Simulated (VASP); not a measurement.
GaP:

```
Ga P
1.0
     0.00000    2.72525    2.72525
     2.72525    0.00000    2.72525
     2.72525    2.72525    0.00000
Ga P
1 1
Direct
  0.00000 0.00000 0.00000
  0.75000 0.75000 0.75000
```

```yaml
Program: VASP 6.6.1
Task: relaxation of cell and atoms
Functional: LDA
Potentials_or_basis: VASP PAW LDA potentials, release 64 (Ga_d, P)
Cutoff: 600 eV
k_mesh: 10 × 10 × 10
Occupations: fermi-dirac, width 0.1 eV
Spin: no spin polarisation
```

At the start: pressure -2.7 GPa; volume 20.24 Å³/atom.

Problem. How do energy, volume and symmetry change on relaxing?

Solution. Over 15 steps the energy falls by 5.4 meV/atom and the volume is 19.61 Å³/atom (-3.1 %); space group F-43m (No. 216, to 0.05 Å).

The path:
```csv
step,energy change (eV),largest force (eV/Å),pressure (GPa),volume (Å³)
1,0.0000,0.0000,-2.68,40.48
2,-0.0073,0.0000,1.67,38.53
3,-0.0108,0.0000,-0.07,39.22
4,-0.0108,0.0000,0.10,39.19
5,-0.0108,0.0000,-0.10,39.26
6,-0.0108,0.0000,0.04,39.22
7,-0.0108,0.0000,-0.06,39.23
8,-0.0108,0.0000,0.07,39.22
9,-0.0108,0.0000,0.02,39.23
10,-0.0108,0.0000,-0.03,39.23
11,-0.0108,0.0000,0.09,39.21
12,-0.0108,0.0000,-0.05,39.22
13,-0.0108,0.0000,0.06,39.22
14,-0.0108,0.0000,0.02,39.22
15,-0.0108,0.0000,-0.01,39.22
```

Final structure:
```
CELL_PARAMETERS angstrom
0.00000 2.69665 2.69665
2.69665 0.00000 2.69665
2.69665 2.69665 0.00000
ATOMIC_POSITIONS crystal
Ga 0.00000 0.00000 0.00000
P 0.75000 0.75000 0.75000
```
